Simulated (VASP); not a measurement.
Input of a VASP 6.6.1 run:

File INCAR:

```
ALGO = Normal
EDIFF = 1E-6
EDIFFG = -0.05
ENCUT = 600
GGA = PE
IBRION = 2
ISIF = 3
ISMEAR = 0
LASPH = T
LCHARG = F
LREAL = F
LWAVE = F
NELM = 100
NSW = 100
PREC = Accurate
SIGMA = 0.1
```

Contents of KPOINTS:

```
k-points
0
Gamma
  6 6 2
```

POSCAR

```
InSe
1.0
    4.0499987506      0.0000000000      0.0000000000
   -2.0249993753      3.5074018033      0.0000000000
    0.0000000000      0.0000000000     16.9300000000
In Se
4 4
Direct
    0.3333333333      0.6666666667      0.1570000000
    0.6666666667      0.3333333333      0.6570000000
    0.3333333333      0.6666666667      0.3430000000
    0.6666666667      0.3333333333      0.8430000000
    0.3333333333      0.6666666667      0.6020000000
    0.6666666667      0.3333333333      0.1020000000
    0.3333333333      0.6666666667      0.8980000000
    0.6666666667      0.3333333333      0.3980000000
```

Potentials or basis: VASP PAW PBE potentials, release 64 (In_d, Se).

Launch:

```console
$ cat potpaw_PBE.64/In_d/POTCAR potpaw_PBE.64/Se/POTCAR > POTCAR
$ mpirun -np 1 vasp_std > vasp.out
```

Estimate the space group after relaxing (to 0.1 Å).

P6_3/mmc (No. 194).

Estimate the relaxed volume.

32.89 Å³/atom.

Stress tensor (GPa, compression positive):
```
0.19 0.00 0.00
0.00 0.19 0.00
0.00 0.00 0.11
```

Caveat: this functional lacks dispersion, which binds the layers, so the pressure and a relaxed spacing across them are unreliable. Zero-point motion and thermal expansion aren't in these numbers.
